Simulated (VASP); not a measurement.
A run of VASP 6.6.1 is set up as follows.

POSCAR

```
ZnS
1.0
    3.8109987816      0.0000000000      0.0000000000
   -1.9054993908      3.3004217586      0.0000000000
    0.0000000000      0.0000000000      6.2340000000
Zn S
2 2
Direct
    0.3333333333      0.6666666667      0.0000000000
    0.6666666667      0.3333333333      0.5000000000
    0.2685141544      0.6342570772      0.3961813084
    0.6018474877      0.3009237439      0.8961813084
```

Contents of INCAR.step1:

```
PREC     = Accurate       # precision mode
ENCUT    = 520            # plane-wave cutoff, eV
ISMEAR   = 0              # smearing method
SIGMA    = 0.05           # smearing width, eV
LREAL    = F              # projectors in reciprocal space
LASPH    = T              # aspherical terms in the spheres
NELM     = 60             # most SCF steps
NBANDS   = 26             # bands
GGA      = PE             # functional
ALGO     = Normal         # electronic algorithm
EDIFF    = 1E-4           # SCF threshold, eV
LWAVE    = T              # write WAVECAR
LCHARG   = F              # write CHGCAR
```

Contents of INCAR.step2:

```
PREC     = Accurate       # precision mode
ENCUT    = 520            # plane-wave cutoff, eV
EDIFF    = 1E-7           # SCF threshold, eV
ISMEAR   = 0              # smearing method
SIGMA    = 0.05           # smearing width, eV
LREAL    = F              # projectors in reciprocal space
LASPH    = T              # aspherical terms in the spheres
NELM     = 60             # most SCF steps
ALGO     = Normal         # electronic algorithm
ISIF     = 2              # what is computed and relaxed
LWAVE    = F              # write WAVECAR
LCHARG   = T              # write CHGCAR
METAGGA  = R2SCAN         # meta-GGA
LMIXTAU  = T            
LELF     = T              # ELF
LVHAR    = T            
NBANDS   = 26             # bands
ISTART   = 1
```

The input KPOINTS:

```
regular mesh
0
Gamma
  6 6 4
```

Potentials or basis: VASP PAW PBE potentials, release 64 (Zn, S).

Run with:

```console
$ cat potpaw_PBE.64/Zn/POTCAR potpaw_PBE.64/S/POTCAR > POTCAR
$ cp INCAR.step1 INCAR
$ mpirun -np 1 vasp_std > vasp.out
$ cp INCAR.step2 INCAR
$ mpirun -np 1 vasp_std > vasp.out
```

**Question.** What does it give for the pressure?

**Answer.** 2.7 GPa.

**Question.** Estimate the band gap on the k mesh.

**Answer.** 2.80 eV, direct.

**Question.** What does it give for the largest force?

**Answer.** 2.585 eV/Å.

Forces in eV/Å, atoms in the order of the input:
```
Zn  -1.041 -0.601  0.800
Zn  -2.062 -1.190  0.944
S    2.086  1.204 -0.937
S    1.017  0.587 -0.807
```

Caveat: the cell differs from its parent crystal (all S atoms moved +0.225 Å, as atom 3 towards its neighbour atom 2 (Zn) at 2.314 Å); the PAW data sets were made with another functional, which shifts forces and pressure a little.
